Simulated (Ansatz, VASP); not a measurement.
One calculation of BP, two programs

Contents of INCAR:

```
SYSTEM = BP
PREC = Accurate ; ENCUT = 520
EDIFF = 1E-7 ; ISMEAR = 0
SIGMA = 0.05 ; LREAL = .FALSE.
LASPH = .TRUE. ; NELM = 100
ALGO = Normal ; ISIF = 2
LWAVE = .FALSE. ; LCHARG = .FALSE.
GGA = B5 ; ALDAX = 1.0
AGGAX = 1.0 ; AGGAC = 1.0
ALDAC = 0.0 ; NBANDS = 11
```

File KPOINTS:

```
regular mesh
0
G
  8 8 8
  0 0 0
```

POSCAR

```
BP
1.0
    0.0000000000      2.3130694936      2.3130694936
    2.3130694936      0.0000000000      2.3130694936
    2.3130694936      2.3130694936      0.0000000000
B P
1 1
Direct
    0.0000000000      0.0000000000      0.0000000000
    0.7500000000      0.7500000000      0.7500000000
```

Input for Ansatz:

```yaml
crystal:
  lattice:
    - [0.0, 2.3130694936, 2.3130694936]
    - [2.3130694936, 0.0, 2.3130694936]
    - [2.3130694936, 2.3130694936, 0.0]
  atoms:
    - { symbol: B, position: [0.0, 0.0, 0.0] }
    - { symbol: P, position: [0.75, 0.75, 0.75] }
basis:
  ecutwfc: 420
  ecutrho_ratio: 4
kpoints:
  mp_grid: { grid: [8, 8, 8] }
hamiltonian:
  xc: blyp
scf:
  occupations: { method: gaussian, width: 0.05 }
output:
  forces: true
  stress: true
  eigenvalues: true
```

Alike in both runs: task single point; functional BLYP; k mesh 8 × 8 × 8; occupations gaussian, width 0.05 eV; no spin polarisation.

|  | VASP | Ansatz |
| --- | --- | --- |
| version | VASP 6.6.1 | Ansatz 0.2.0 |
| potentials or method | VASP PAW PBE potentials, release 64 (B, P), cutoff 520 eV | scalar-relativistic, plane waves, PAW |
| valence electrons in the cell | 8 | 8 |

|  | VASP | Ansatz | Ansatz less VASP |
| --- | --- | --- | --- |
| gap on the k mesh at the Fermi level (eV) | 1.62 | 1.59 | -0.023 |
| least direct gap on the mesh (eV) | 3.49 | 3.47 | -0.028 |
| pressure (GPa) | -3.0 | -2.8 | +0.13 |

VASP's potentials were made for PBE, not for BLYP.
